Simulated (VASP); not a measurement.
# SiC2 (P-3m1) in VASP: notebook, part 2 of 2

VASP 6.6.1. The steps go on from the part before.

## 3. Single point, PBE

This run uses another cell than the first one, of 9.11 Å³/atom.

INCAR

```
  PREC = Accurate
  ENCUT = 520
  EDIFF = 1E-6
  ISMEAR = -1
  SIGMA = 0.02
  LREAL = False
  LASPH = True
  NELM = 60
  ALGO = Normal
  ISIF = 2
  LWAVE = False
  LCHARG = False
  GGA = PE
  NBANDS = 21
```

KPOINTS

```
Automatic mesh
0
Gamma
  12 12 4
```

POSCAR

```
SiC2
1.0
    2.9473842200      0.0000000000      0.0000000000
   -1.4736921100      2.5525096093      0.0000000000
    0.0000000000      0.0000000000      7.2631363287
C Si
4 2
Direct
    0.0000000000      0.0000000000      0.8897370572
    0.6666666667      0.3333333333      0.5347334038
    0.3333333333      0.6666666667      0.4652665962
    0.0000000000      0.0000000000      0.1102629428
    0.3333333333      0.6666666667      0.2039054087
    0.6666666667      0.3333333333      0.7960945913
```

Potentials or basis: VASP PAW PBE potentials, release 64 (C, Si).

Command:

```
$ cat potpaw_PBE.64/C/POTCAR potpaw_PBE.64/Si/POTCAR > POTCAR
$ mpirun -np 1 vasp_std > vasp.out
```

OUTCAR:

```text
PREC = Accurate
   ENCUT = 520
   EDIFF = 1E-6
   ISMEAR = -1
   LREAL = False
   LASPH = True
   NELM = 60
   ISIF = 2
   GGA = PE

 ion  position               nearest neighbor table
   1  0.000  0.000  0.890-   4 1.60   6 1.83   6 1.83   6 1.83
   2  0.667  0.333  0.535-   3 1.77   3 1.77   3 1.77   6 1.90
   3  0.333  0.667  0.465-   2 1.77   2 1.77   2 1.77   5 1.90
   4  0.000  0.000  0.110-   1 1.60   5 1.83   5 1.83   5 1.83
   5  0.333  0.667  0.204-   4 1.83   4 1.83   4 1.83   3 1.90
   6  0.667  0.333  0.796-   1 1.83   1 1.83   1 1.83   2 1.90

  LATTYP: Found a hexagonal cell.
 ALAT       =     2.9473842200
 C/A-ratio  =     2.4642651879

  Lattice vectors:

 A1 = (   2.9473842200,   0.0000000000,   0.0000000000)
 A2 = (  -1.4736921100,   2.5525096093,   0.0000000000)
 A3 = (   0.0000000000,   0.0000000000,   7.2631363287)

Analysis of symmetry for initial positions (statically):
=====================================================================
 Subroutine PRICEL returns:
 Original cell was already a primitive cell.

 Routine SETGRP: Setting up the symmetry group for a
 hexagonal supercell.

 Subroutine GETGRP returns: Found 12 space group operations
 (whereof 12 operations were pure point group operations)
 out of a pool of 24 trial point group operations.

The static configuration has the point symmetry D_3d.

Analysis of symmetry for dynamics (positions and initial velocities):
=====================================================================
 Subroutine PRICEL returns:
 Original cell was already a primitive cell.

 Routine SETGRP: Setting up the symmetry group for a
 hexagonal supercell.

 Subroutine GETGRP returns: Found 12 space group operations
 (whereof 12 operations were pure point group operations)
[... 128 lines left out ...]
   IMIX   =      4    mixing-type and parameters
     AMIX     =   0.40;   BMIX     =  1.00
     AMIX_MAG =   1.60;   BMIX_MAG =  1.00
  volume/ion in A,a.u.               =       9.11        61.46
  Fermi-wavevector in a.u.,A,eV,Ry     =   1.244426  2.351624 21.069934  1.548596
  Thomas-Fermi vector in A             =   2.378693
   LORBIT       =      0    0 simple, 1 ext, 2 COOP (PROOUT), +10 PAW based schemes
   GGA     = PE    functional components
   LHFCALC =     F    Hartree Fock is set to
   AEXX    =    0.0000 exact exchange contribution
   IVDW    =     0    specifies the selected vdW correction
   LEPSILON=     F    determine dielectric tensor
   LRPA    =     F    only Hartree local field effects (RPA)
 non-spin polarized calculation
  energy-cutoff  :      520.00
  volume of cell :       54.64
 maximum number of plane-waves:      1515
 NGX is ok and might be reduce to    24
   NGX = 11   NGY = 11   NGZ = 27

 number of electron      24.0000002 magnetization

 Free energy of the ion-electron system (eV)
  ---------------------------------------------------
  ext. energy  EPLUGINS =         0.00000000
  ---------------------------------------------------
  free energy    TOTEN  =       -45.10510745 eV

  energy without entropy =      -45.10510745  energy(sigma->0) =      -45.10510745

 E-fermi :   9.6197     XC(G=0): -11.6275

 val. band max:        9.1688045194   @ k =   0.0000   0.0000   0.0000
 cond. band min:      10.6436580774   @ k =   0.5000   0.0000   0.0000
 fundamental gap:      1.4748535580
 Fermi energy:         9.6197360350

 k-point     1 :       0.0000    0.0000    0.0000
  band No.  band energies     occupation
      1      -8.6365      2.00000
      2      -7.0856      2.00000
      3      -5.4699      2.00000
      4       0.7573      2.00000
      5       1.1906      2.00000
      6       6.2118      2.00000
[... 565 lines left out ...]
     20      16.9909      0.00000
     21      17.3945      0.00000

 [... further k-points ...]

------------------------ aborting loop because EDIFF is reached ----------------------------------------

  FORCE on cell =-STRESS in cart. coord.  units (eV):
  Direction    XX          YY          ZZ          XY          YZ          ZX
  --------------------------------------------------------------------------------------
  -------------------------------------------------------------------------------------
  Total        0.0037864      0.0037864     -0.0242111      0.0000000      0.0000000      0.0000000
  in kB        0.1110213      0.1110213     -0.7098982      0.0000000      0.0000000      0.0000000
  external PRESSURE =      -0.1626185 kB  Pullay stress =       0.0000000 kB

 VOLUME and BASIS-vectors are now :
 -----------------------------------------------------------------------------
  energy-cutoff  :      520.00
  volume of cell :       54.64
      direct lattice vectors                 reciprocal lattice vectors
     2.947384220  0.000000000  0.000000000     0.339283896  0.195885648  0.000000000
    -1.473692110  2.552509609  0.000000000     0.000000000  0.391771297  0.000000000
     0.000000000  0.000000000  7.263136329     0.000000000  0.000000000  0.137681568

 POSITION                                       TOTAL-FORCE (eV/Angst)
 -----------------------------------------------------------------------------------
      0.00000      0.00000      6.46228        -0.000000     -0.000000     -0.025367
      1.47369      0.85084      3.88384         0.000000      0.000000      0.006528
     -0.00000      1.70167      3.37929        -0.000000     -0.000000     -0.006528
      0.00000      0.00000      0.80085         0.000000      0.000000      0.025367
     -0.00000      1.70167      1.48099         0.000000     -0.000000     -0.005197
      1.47369      0.85084      5.78214        -0.000000      0.000000      0.005197
 -----------------------------------------------------------------------------------
    total drift:                                0.000000     -0.000000      0.000000

  FREE ENERGIE OF THE ION-ELECTRON SYSTEM (eV)
  ---------------------------------------------------
  free  energy   TOTEN  =       -45.1051074544 eV

  energy  without entropy=      -45.1051074544  energy(sigma->0) =      -45.10510745
```

OSZICAR:

```text
N       E                     dE             d eps       ncg     rms          rms(c)
DAV:   1     0.411300589853E+02    0.41130E+02   -0.11324E+04  2898   0.104E+03
DAV:   2    -0.448433077751E+02   -0.85973E+02   -0.81819E+02  3660   0.180E+02
DAV:   3    -0.487674612391E+02   -0.39242E+01   -0.38975E+01  3899   0.349E+01
DAV:   4    -0.487997935925E+02   -0.32332E-01   -0.32304E-01  3883   0.354E+00
DAV:   5    -0.488000828871E+02   -0.28929E-03   -0.28926E-03  3883   0.329E-01    0.133E+01
DAV:   6    -0.453622211680E+02    0.34379E+01   -0.64255E+00  3378   0.151E+01    0.652E+00
DAV:   7    -0.451385058801E+02    0.22372E+00   -0.20969E+00  3766   0.790E+00    0.282E+00
DAV:   8    -0.451067394847E+02    0.31766E-01   -0.15605E-01  3504   0.239E+00    0.739E-01
DAV:   9    -0.451047300486E+02    0.20094E-02   -0.35728E-02  3916   0.131E+00    0.166E-01
DAV:  10    -0.451049751864E+02   -0.24514E-03   -0.36571E-03  3686   0.377E-01    0.721E-02
DAV:  11    -0.451051081570E+02   -0.13297E-03   -0.35059E-04  3785   0.112E-01    0.372E-02
DAV:  12    -0.451051043885E+02    0.37685E-05   -0.81252E-05  3616   0.469E-02    0.876E-03
DAV:  13    -0.451051072955E+02   -0.29070E-05   -0.75076E-06  3589   0.172E-02    0.375E-03
DAV:  14    -0.451051074544E+02   -0.15889E-06   -0.35902E-07  2362   0.473E-03
   1 F= -.45105107E+02 E0= -.45105107E+02  d E =-.690893E-12
```

stdout:

```text
POSCAR found type information on POSCAR C Si
 POSCAR found :  2 types and       6 ions
 scaLAPACK will be used
 LDA part: xc-table for (Slater+PW92), standard interpolation
 POSCAR, INCAR and KPOINTS ok, starting setup
 FFT: planning ... GRIDC
 FFT: planning ... GRID_SOFT
 FFT: planning ... GRID
 WAVECAR not read
 entering main loop
```

Wall time 31 s (1 thread of Intel Xeon 6975P-C (Granite Rapids), shared host); peak memory 0.21 GiB.

Results:

```
Free energy            : -45.1051 eV
Pressure               : 0.0 GPa
Largest force          : 0.025 eV/Å
Band gap on the k mesh : 1.47 eV (least direct gap 1.92 eV)
```

Forces in eV/Å, atoms in the order of the input:
```
C    0.000  0.000 -0.025
C    0.000  0.000  0.007
C    0.000  0.000 -0.007
C    0.000  0.000  0.025
Si   0.000  0.000 -0.005
Si   0.000  0.000  0.005
```

Levels at points of the mesh, in eV from the valence-band top:
```
           k point  band 10  band 11  band 12  band 13  band 14  band 15
(0.00, 0.00, 0.00)    -0.76     0.00     0.00     1.92     3.50     3.50
(0.50, 0.00, 0.00)    -4.18    -4.01    -1.92     1.47     1.84     3.02
(0.00, 0.00, 0.50)    -2.49    -0.08    -0.08     2.03     3.63     3.63
(0.50, 0.00, 0.50)    -4.44    -2.79    -1.69     1.89     2.42     3.35
```
